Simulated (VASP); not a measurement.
A run of VASP 6.6.1 is set up as follows.

The input POSCAR:

```
Ge
1.0
    0.0000000000      2.8290000000      2.8290000000
    2.8290000000      0.0000000000      2.8290000000
    2.8290000000      2.8290000000      0.0000000000
Ge
2
Direct
    0.0000000000      0.0000000000      0.0000000000
    0.2500000000      0.2500000000      0.2500000000
```

Contents of INCAR.step1:

```
PREC = Accurate ; ENCUT = 600
ISMEAR = 0 ; SIGMA = 0.01
LREAL = F ; LASPH = T
NELM = 100 ; GGA = PE
ALGO = Normal ; EDIFF = 1E-4
LWAVE = T ; LCHARG = F
```

The input INCAR.step2:

```
PREC = Accurate ; ENCUT = 600
EDIFF = 1E-7 ; ISMEAR = 0
SIGMA = 0.01 ; LREAL = F
LASPH = T ; NELM = 100
ALGO = Normal ; ISIF = 3
LWAVE = F ; LCHARG = F
METAGGA = R2SCAN ; LMIXTAU = T
IBRION = 2 ; NSW = 80
EDIFFG = -5E-4 ; ISTART = 1
```

Contents of KPOINTS:

```
regular mesh
0
Gamma
  12 12 12
```

Potentials or basis: VASP PAW PBE potentials, release 64 (Ge_d).

Launch:

```bash
$ cat potpaw_PBE.64/Ge_d/POTCAR > POTCAR
$ cp INCAR.step1 INCAR
$ mpirun -np 1 vasp_std > vasp.out
$ cp INCAR.step2 INCAR
$ mpirun -np 1 vasp_std > vasp.out
```

Task: Estimate the relaxed volume.

Result: 22.88 Å³/atom.

Task: What does it give for the relaxed cell?

Result: a = 4.015 Å, b = 4.015 Å, c = 4.015 Å, α = 60.00°, β = 60.00°, γ = 60.00°.

Final structure:
```xyz
2
Lattice="0.0000 2.8389 2.8389 2.8389 0.0000 2.8389 2.8389 2.8389 0.0000" Properties=species:S:1:pos:R:3 pbc="T T T"
Ge    5.6778    2.8389    2.8389
Ge    1.4195    1.4195    1.4195
```

Caveat: the PAW data sets were made with another functional, which shifts forces and pressure a little.
